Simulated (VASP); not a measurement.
# GaSb (qlda) (F-43m) in VASP: vibrations by perturbation theory with LDA

Aim: the vibrations by perturbation theory of GaSb (qlda) with LDA.

Program: VASP 6.6.1. These are calculated values, not measurements. Logs are shortened: lines on timing, memory, paths and dates and some standing lists are left out, and cuts for length are marked.

### Step 1. The cell of the first run

Symmetry: F-43m, No. 216, cubic system. Conventional cell: a = 6.047 Å, b = 6.047 Å, c = 6.047 Å, α = 90.00°, β = 90.00°, γ = 90.00°. Ga (site symmetry -43m) has 4 Sb at 2.62 Å within 3.5 Å. Within 3.5 Å of Sb (site symmetry -43m) lie 4 Ga at 2.62 Å.

### Step 2. Vibrations by perturbation theory, LDA

Contents of INCAR:

```
SYSTEM = GaSb
  ALGO = Normal
  EDIFF = 1E-8
  ENCUT = 520
  IBRION = 8
  ISIF = 2
  ISMEAR = 0
  LASPH = .TRUE.
  LCHARG = .FALSE.
  LREAL = .FALSE.
  LWAVE = .FALSE.
  NELM = 80
  NSW = 1
  PREC = Accurate
  SIGMA = 0.01
```

Contents of KPOINTS:

```
k-points
0
G
  8 8 8
  0 0 0
```

Contents of POSCAR:

```
GaSb
1.0
    0.0000000000      3.0234173300      3.0234173300
    3.0234173300      0.0000000000      3.0234173300
    3.0234173300      3.0234173300      0.0000000000
Ga Sb
1 1
Direct
    0.0000000000      0.0000000000      0.0000000000
    0.2500000000      0.2500000000      0.2500000000
```

Potentials or basis: VASP PAW LDA potentials, release 64 (Ga_d, Sb).

Launch:

```
$ cat potpaw_LDA.64/Ga_d/POTCAR potpaw_LDA.64/Sb/POTCAR > POTCAR
$ mpirun -np 1 vasp_std > vasp.out
```

OUTCAR:

```text
SYSTEM = GaSb
   EDIFF = 1E-8
   ENCUT = 520
   IBRION = 8
   ISIF = 2
   ISMEAR = 0
   LASPH = .TRUE.
   LREAL = .FALSE.
   NELM = 80
   NSW = 1
   PREC = Accurate

 ion  position               nearest neighbor table
   1  0.000  0.000  0.000-   2 2.62   2 2.62   2 2.62   2 2.62
   2  0.250  0.250  0.250-   1 2.62   1 2.62   1 2.62   1 2.62

  LATTYP: Found a face centered cubic cell.
 ALAT       =     6.0468346600

  Lattice vectors:

 A1 = (   0.0000000000,   3.0234173300,   3.0234173300)
 A2 = (   3.0234173300,   0.0000000000,   3.0234173300)
 A3 = (   3.0234173300,   3.0234173300,   0.0000000000)

Analysis of symmetry for initial positions (statically):
=====================================================================
 Subroutine PRICEL returns:
 Original cell was already a primitive cell.

 Routine SETGRP: Setting up the symmetry group for a
 face centered cubic supercell.

 Subroutine GETGRP returns: Found 24 space group operations
 (whereof 24 operations were pure point group operations)
 out of a pool of 48 trial point group operations.

The static configuration has the point symmetry T_d .

Analysis of symmetry for dynamics (positions and initial velocities):
=====================================================================
 Subroutine PRICEL returns:
 Original cell was already a primitive cell.

 Routine SETGRP: Setting up the symmetry group for a
 face centered cubic supercell.

 Subroutine GETGRP returns: Found 24 space group operations
 (whereof 24 operations were pure point group operations)
 out of a pool of 48 trial point group operations.

The dynamic configuration has the point symmetry T_d .

 Subroutine INISYM returns: Found 24 space group operations
 (whereof 24 operations are pure point group operations),
 and found     1 'primitive' translations

----------------------------------------------------------------------------------------
[... 544 lines left out ...]
  external PRESSURE =       2.2478896 kB  Pullay stress =       0.0000000 kB

 VOLUME and BASIS-vectors are now :
 -----------------------------------------------------------------------------
  energy-cutoff  :      520.00
  volume of cell :       55.27
      direct lattice vectors                 reciprocal lattice vectors
     0.000000000  3.023417330  3.023417330    -0.165375780  0.165375780  0.165375780
     3.023417330  0.000000000  3.023417330     0.165375780 -0.165375780  0.165375780
     3.023417330  3.023417330  0.000000000     0.165375780  0.165375780 -0.165375780

 POSITION                                       TOTAL-FORCE (eV/Angst)
 -----------------------------------------------------------------------------------
      0.00000      0.00000      0.00000        -0.000000     -0.000000      0.000000
      1.51171      1.51171      1.51171         0.000000      0.000000     -0.000000
 -----------------------------------------------------------------------------------
    total drift:                                0.000000      0.000000      0.000000

  FREE ENERGIE OF THE ION-ELECTRON SYSTEM (eV)
  ---------------------------------------------------
  free  energy   TOTEN  =        -8.6663528167 eV

  energy  without entropy=       -8.6663528167  energy(sigma->0) =       -8.66635282

[... ionic steps 2 to 3 ...]

--------------------------------------- Ionic step        4  -------------------------------------------

------------------------ aborting loop because EDIFF is reached ----------------------------------------

[... ionic steps 5 to 6 ...]

--------------------------------------- Ionic step        7  -------------------------------------------

 Free energy of the ion-electron system (eV)
  ---------------------------------------------------
  ---------------------------------------------------
  free energy    TOTEN  =        -0.02649620 eV

  energy without entropy =       -0.02649620

------------------------ aborting loop because EDIFF is reached ----------------------------------------

 INTERNAL STRAIN TENSOR  FOR ION    2  DIRECTION 1   (eV/Angst):
 -----------------------------------------------------------------------------
     0.01443  0.00000  0.00000
     0.00000 -0.00434 -7.07315
     0.00000 -7.07315 -0.00434

 INTERNAL STRAIN TENSOR FOR ION    2 for displacements in x,y,z  (eV/Angst):
          X           Y           Z          XY          YZ          ZX
  --------------------------------------------------------------------------------
  x     0.00000     0.00000     0.00000     0.00000    -7.07315     0.00000
  y     0.00000     0.00000     0.00000     0.00000     0.00000    -7.07315
  z     0.00000     0.00000     0.00000    -7.07315     0.00000     0.00000

 SECOND DERIVATIVES (NOT SYMMETRIZED)
 ------------------------------------
               1X          1Y          1Z          2X          2Y          2Z
  1X    -8.457576    0.000000    0.000000    8.457576    0.000000    0.000000
  1Y     0.000000   -8.457576    0.000000    0.000000    8.457576    0.000000
  1Z     0.000000    0.000000   -8.457576    0.000000    0.000000    8.457576
  2X     8.524482    0.000000    0.000000   -8.524482   -0.000000   -0.000000
  2Y     0.000000    8.524482    0.000000   -0.000000   -8.524482   -0.000000
  2Z     0.000000    0.000000    8.524482   -0.000000   -0.000000   -8.524482

 Eigenvectors and eigenvalues of the dynamical matrix
 ----------------------------------------------------

   1 f  =    6.838020 THz    42.964544 2PiTHz  228.091779 cm-1    28.279764 meV
             X         Y         Z           dx          dy          dz
      0.000000  0.000000  0.000000     0.796262   -0.000000   -0.000000
      1.511709  1.511709  1.511709    -0.604952   -0.000000   -0.000000
[... 21 lines left out ...]
   6 f/i=    0.012977 THz     0.081539 2PiTHz    0.432877 cm-1     0.053670 meV
             X         Y         Z           dx          dy          dz
      0.000000  0.000000  0.000000    -0.053310   -0.046406   -0.600809
      1.511709  1.511709  1.511709    -0.070169   -0.061081   -0.790808

--------------------------------------------------------------------------------------------------------

 ELASTIC MODULI CONTR FROM IONIC RELAXATION (kBar)
 Direction    XX          YY          ZZ          XY          YZ          ZX
 --------------------------------------------------------------------------------
 XX          -0.0000      0.0000      0.0000     -0.0000      0.0000     -0.0000
 YY           0.0000     -0.0000     -0.0000     -0.0000     -0.0000      0.0000
 ZZ           0.0000     -0.0000     -0.0000      0.0000     -0.0000     -0.0000
 XY          -0.0000     -0.0000      0.0000   -173.5218      0.0000      0.0000
 YZ           0.0000     -0.0000     -0.0000      0.0000   -173.5218     -0.0000
 ZX          -0.0000      0.0000     -0.0000      0.0000     -0.0000   -173.5218
 --------------------------------------------------------------------------------
```

OSZICAR:

```text
N       E                     dE             d eps       ncg     rms          rms(c)
DAV:   1     0.764459327883E+02    0.76446E+02   -0.89592E+03   778   0.165E+03
DAV:   2    -0.306191809430E+01   -0.79508E+02   -0.77129E+02   872   0.310E+02
[... 44 lines left out ...]
RMM:   5    -0.265045736273E-01   -0.88302E-05   -0.48957E-06  5032   0.193E-02    0.317E-03
RMM:   6    -0.264979077416E-01    0.66659E-05   -0.27646E-06  4864   0.554E-03    0.730E-04
RMM:   7    -0.264968315162E-01    0.10762E-05   -0.44650E-07  4939   0.165E-03    0.340E-04
RMM:   8    -0.264961578455E-01    0.67367E-06   -0.97842E-08  4865   0.623E-04    0.661E-05
RMM:   9    -0.264961939626E-01   -0.36117E-07    0.19757E-08  4872   0.199E-04    0.253E-05
RMM:  10    -0.264962074838E-01   -0.13521E-07   -0.74648E-09  4769   0.692E-05    0.298E-06
RMM:  11    -0.264961996324E-01    0.78514E-08   -0.37959E-12  4989   0.234E-05    0.232E-06
 Linear response finished
```

Wall time 2.5 min (1 thread of AMD EPYC 9R45 (Zen 5), shared host); peak memory 0.29 GiB.

What came out:

```yaml
Highest_phonon_frequency_at_Γ_LO-TO_splitting_left_out: 228 cm⁻¹
```

Phonon frequencies in cm⁻¹ (negative: imaginary):
```csv
q point,frequencies
"(0.000, 0.000, 0.000)",0 0 0 228 228 228
```

Caveat: spin-orbit coupling is left out, which moves the levels of the heavy elements.
